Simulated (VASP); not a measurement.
Wanted: the native input for a VASP 6.6.1 run.

```
Task                   : electric field gradients
Functional             : PBEsol
Potentials or basis    : VASP PAW PBE potentials, release 64 (Ti_sv, Pt)
Cutoff                 : 520 eV
k mesh                 : 9 × 9 × 9
Occupations            : fermi-dirac, width 0.05 eV
Spin                   : no spin polarisation
Dipole correction      : no
Further INCAR settings : ALGO = Normal; EDIFF = 1e-08; NBANDS = 29
```

The structure of TiPt3 lies in POSCAR:

```
TiPt3
1.0
    3.8970000000     -0.0194850000     -0.0194850000
   -0.0194850000      3.8970000000     -0.0194850000
   -0.0194850000     -0.0194850000      3.8970000000
Ti Pt
1 3
Direct
    0.0000000000      0.0000000000      0.0000000000
    0.0000000000      0.5000000000      0.5000000000
    0.5000000000      0.0000000000      0.5000000000
    0.5000000000      0.5000000000      0.0000000000
```

This cell differs from its parent crystal: equal xy, yz and zx shear strains of -1 %.

One way to write it, as run:

INCAR

```
PREC = Accurate ; ENCUT = 520
EDIFF = 1E-8 ; ISMEAR = -1
SIGMA = 0.05 ; LREAL = False
LASPH = True ; NELM = 80
ALGO = Normal ; ISIF = 2
LWAVE = False ; LCHARG = False
GGA = PS ; LEFG = True
NBANDS = 29
```

KPOINTS

```
Automatic mesh
0
Gamma
  9 9 9
```

Potentials or basis: VASP PAW PBE potentials, release 64 (Ti_sv, Pt).

The run is started by

```bash
$ cat potpaw_PBE.64/Ti_sv/POTCAR potpaw_PBE.64/Pt/POTCAR > POTCAR
$ mpirun -np 1 vasp_std > vasp.out
```

Results of the run:

* Pressure: 0.3 GPa
* Band gap on the k mesh: zero (band 21 reaches 13.11 eV, above the bottom of band 22 at 11.59 eV)

Caveat: the cell differs from its parent crystal (equal xy, yz and zx shear strains of -1 %); without QUAD_EFG the Cq values of the log hold for a quadrupole moment of 1 mb, not for the nuclei; the PAW data sets were made with another functional, which shifts forces and pressure a little; spin-orbit coupling is left out, which moves the levels of the heavy elements.

It took 72 s on 1 thread of Intel(R) Xeon(R) 6975P-C (Granite Rapids), with other jobs on the host, peak memory 0.26 GiB.
